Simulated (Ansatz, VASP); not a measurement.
## GaN: VASP beside Ansatz

```
Ga N
1.0
     3.18310    0.00000    0.00000
    -1.59155    2.75664    0.00000
     0.00000    0.00000    5.18360
Ga N
2 2
Direct
  0.33333 0.66667 0.99911
  0.66667 0.33333 0.49911
  0.33333 0.66667 0.37589
  0.66667 0.33333 0.87589
```

Alike in both runs: functional r2SCAN; k mesh 12 × 12 × 6; occupations gaussian, width 0.02 eV; no spin polarisation.

Ansatz relaxed the structure, and its values are those at the end. VASP's run is a single point on that final structure, the one shown.

|  | VASP | Ansatz |
| --- | --- | --- |
| version | VASP 6.6.1 | Ansatz 0.2.0 |
| potentials or method | VASP PAW PBE potentials, release 64 (Ga_d, N), cutoff 520 eV | scalar-relativistic, plane waves, PAW |
| valence electrons in the cell | 36 | 36 |

Ansatz gave:

```
gap on the k mesh at the Fermi level (eV) : 2.35
least direct gap on the mesh (eV)         : 2.35
pressure (GPa)                            : 0.0
rms of the force components (eV/Å)        : 0.000
```

Problem. Estimate VASP's values.

Solution. gap on the k mesh at the Fermi level (eV): 2.34; least direct gap on the mesh (eV): 2.34; pressure (GPa): 1.1; rms of the force components (eV/Å): 0.003.

VASP's potentials were made for PBE, not for r2SCAN. The functional is the same, so the differences come from potentials, cutoffs and numerics.
